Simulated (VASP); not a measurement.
# Yb (Fm-3m) in VASP: a series of runs, part 2 of 2

VASP 6.6.1. The steps go on from the part before.

**5. Single point, LDA**

Input file INCAR:

```
SYSTEM = Yb
PREC = Accurate
ENCUT = 520
EDIFF = 1E-6
ISMEAR = 1
SIGMA = 1.0
LREAL = .False.
LASPH = .True.
NELM = 100
ALGO = Normal
ISIF = 2
LWAVE = .False.
LCHARG = .False.
GGA = CA
NBANDS = 18
```

Input file KPOINTS:

```
Automatic mesh
0
Gamma
  11 11 11
  0 0 0
```

Input file POSCAR:

```
Yb
1.0
    0.0000000000      2.4569516026      2.4569516026
    2.4569516026      0.0000000000      2.4569516026
    2.4569516026      2.4569516026      0.0000000000
Yb
1
Direct
    0.0000000000      0.0000000000      0.0000000000
```

Potentials or basis: VASP PAW PBE potentials, release 64 (Yb).

The run is started by

```bash
cat potpaw_PBE.64/Yb/POTCAR > POTCAR
mpirun -np 1 vasp_std > vasp.out
```

OUTCAR:

```text
SYSTEM = Yb
   PREC = Accurate
   ENCUT = 520
   EDIFF = 1E-6
   ISMEAR = 1
   LREAL = .False.
   LASPH = .True.
   NELM = 100
   ISIF = 2
   GGA = CA

 ion  position               nearest neighbor table
   1  0.000  0.000  0.000-

  LATTYP: Found a face centered cubic cell.
 ALAT       =     4.9139032052

  Lattice vectors:

 A1 = (   0.0000000000,   2.4569516026,   2.4569516026)
 A2 = (   2.4569516026,   0.0000000000,   2.4569516026)
 A3 = (   2.4569516026,   2.4569516026,   0.0000000000)

Analysis of symmetry for initial positions (statically):
=====================================================================
 Subroutine PRICEL returns:
 Original cell was already a primitive cell.

 Routine SETGRP: Setting up the symmetry group for a
 face centered cubic supercell.

 Subroutine GETGRP returns: Found 48 space group operations
 (whereof 48 operations were pure point group operations)
 out of a pool of 48 trial point group operations.

The static configuration has the point symmetry O_h .

Analysis of symmetry for dynamics (positions and initial velocities):
=====================================================================
[... 154 lines left out ...]

  energy without entropy =       -4.09036809  energy(sigma->0) =       -3.91888418

 E-fermi :   1.9046     XC(G=0): -10.6811

 val. band max:        1.9009945001   @ k =  -0.4545   0.3636   0.0000
 cond. band min:       1.9844865797   @ k =  -0.3636   0.4545   0.0909
 fundamental gap:      0.0834920796
 Fermi energy:         1.9045834406

 k-point     1 :       0.0000    0.0000    0.0000
  band No.  band energies     occupation
      1     -49.6071      2.00000
      2     -21.7767      2.00000
      3     -21.7767      2.00000
      4     -21.7767      2.00000
      5      -3.6263      2.00000
      6       0.9584      2.03721
[... 481 lines left out ...]
      5      -1.4106      2.00003
      6       0.9979      2.02509
[... 10 lines left out ...]
     17       8.6072     -0.00000
     18      13.1984     -0.00000

 [... further k-points ...]

------------------------ aborting loop because EDIFF is reached ----------------------------------------

  FORCE on cell =-STRESS in cart. coord.  units (eV):
  Direction    XX          YY          ZZ          XY          YZ          ZX
  --------------------------------------------------------------------------------------
  -------------------------------------------------------------------------------------
  Total        0.7443662      0.7443662      0.7443662      0.0000000      0.0000000     -0.0000000
  in kB       40.2047551     40.2047551     40.2047551      0.0000000      0.0000000     -0.0000000
  external PRESSURE =      40.2047551 kB  Pullay stress =       0.0000000 kB

 VOLUME and BASIS-vectors are now :
 -----------------------------------------------------------------------------
  energy-cutoff  :      520.00
  volume of cell :       29.66
      direct lattice vectors                 reciprocal lattice vectors
     0.000000000  2.456951603  2.456951603    -0.203504212  0.203504212  0.203504212
     2.456951603  0.000000000  2.456951603     0.203504212 -0.203504212  0.203504212
     2.456951603  2.456951603  0.000000000     0.203504212  0.203504212 -0.203504212

 POSITION                                       TOTAL-FORCE (eV/Angst)
 -----------------------------------------------------------------------------------
      0.00000      0.00000      0.00000         0.000000     -0.000000      0.000000
 -----------------------------------------------------------------------------------
    total drift:                               -0.000000     -0.000000     -0.000000

  FREE ENERGIE OF THE ION-ELECTRON SYSTEM (eV)
  ---------------------------------------------------
  free  energy   TOTEN  =        -3.8331422248 eV

  energy  without entropy=       -4.0903680918  energy(sigma->0) =       -3.91888418
```

OSZICAR:

```text
N       E                     dE             d eps       ncg     rms          rms(c)
DAV:   1     0.109569943087E+03    0.10957E+03   -0.86349E+03  2530   0.905E+03
DAV:   2     0.107463130866E+02   -0.98824E+02   -0.95836E+02  2588   0.558E+02
DAV:   3    -0.154383643030E+01   -0.12290E+02   -0.11945E+02  2966   0.117E+02
DAV:   4    -0.380696802714E+01   -0.22631E+01   -0.22409E+01  3970   0.371E+01
[... 19 lines left out ...]
DAV:  24    -0.383323859863E+01    0.34609E-03   -0.19995E-04  2812   0.544E-01    0.209E-01
DAV:  25    -0.383316599649E+01    0.72602E-04   -0.59606E-05  3580   0.250E-01    0.961E-02
DAV:  26    -0.383315106958E+01    0.14927E-04   -0.12098E-05  3718   0.943E-02    0.747E-02
DAV:  27    -0.383314255053E+01    0.85190E-05   -0.28211E-06  1386   0.672E-02    0.547E-02
DAV:  28    -0.383314222478E+01    0.32575E-06   -0.12414E-06  2210   0.899E-03
   1 F= -.38331422E+01 E0= -.39188842E+01  d E =0.257226E+00
```

Run time: 75 s. Hardware: 1 thread of AMD EPYC 7R13 (Zen 3), shared host; peak memory 0.14 GiB.

What came out:

```
Free energy            : -3.8331 eV
Pressure               : 4.0 GPa
Band gap on the k mesh : zero (bands 12 and 13 overlap by 0.07 eV)
```

Caveat: the cell stands under pressure; so wide a smearing shifts energies and pressures; the PAW data sets were made with another functional, which shifts forces and pressure a little; spin-orbit coupling is left out, which moves the levels of the heavy elements. Spin polarisation is off, so any magnetic state and its effect on volume and gap are missing.

**6. Single point, LDA**

Input file INCAR:

```
SYSTEM = Yb
PREC     = Accurate       ! precision mode
ENCUT    = 520            ! plane-wave cutoff, eV
EDIFF    = 1E-7           ! SCF threshold, eV
ISMEAR   = 1              ! smearing method
SIGMA    = 0.1            ! smearing width, eV
LREAL    = .False.        ! projectors in reciprocal space
LASPH    = .True.         ! aspherical terms in the spheres
NELM     = 80             ! most SCF steps
ALGO     = Normal         ! electronic algorithm
ISIF     = 2              ! what is computed and relaxed
LWAVE    = .False.        ! write WAVECAR
LCHARG   = .False.        ! write CHGCAR
GGA      = CA             ! functional
NBANDS   = 18             ! bands
```

KPOINTS is that of step 5.

POSCAR is that of step 5.

Potentials or basis: VASP PAW PBE potentials, release 64 (Yb).

The run is started by

```bash
cat potpaw_PBE.64/Yb/POTCAR > POTCAR
mpirun -np 1 vasp_std > vasp.out
```

It took 42 s on 1 thread of AMD EPYC 7R13 (Zen 3), shared host; peak memory 0.14 GiB.

It converged, with:

| Property | Result |
| --- | --- |
| Free energy | -4.1791 eV |
| Pressure | 0.0 GPa |
| Band gap on the k mesh | zero (bands 12 and 13 overlap by 0.14 eV) |

Levels at points of the mesh, in eV from the Fermi level:
```csv
k point,band 8,band 9,band 10,band 11,band 12,band 13,band 14,band 15,band 16,band 17
"(0.00, 0.00, 0.00)",-0.42,-0.42,-0.27,-0.27,-0.27,2.98,2.98,2.98,5.55,5.55
```

Caveat: the PAW data sets were made with another functional, which shifts forces and pressure a little; spin-orbit coupling is left out, which moves the levels of the heavy elements.

**7. Summary**

```tsv
smearing	gap on the mesh (eV)	pressure (GPa)
methfessel-paxton 0.2 eV	none	-0.6
methfessel-paxton 0.3 eV	none	-0.9
methfessel-paxton 0.6 eV	none	-2.2
methfessel-paxton 1 eV	none	4.0
methfessel-paxton 0.1 eV	none	0.0
```

Alike in all rows: task single point; level LDA; potentials or basis VASP PAW PBE potentials, release 64 (Yb); no spin polarisation; cell as given; k mesh 11 × 11 × 11; cutoff (eV) 520.

Caveats: the PAW data sets were made with another functional, which shifts forces and pressure a little; spin-orbit coupling is left out, which moves the levels of the heavy elements; so wide a smearing shifts energies and pressures (at least some runs); the cell stands under pressure (at least some runs).

Total energies depend on the potentials used, so only differences within one code and one set of settings carry meaning.
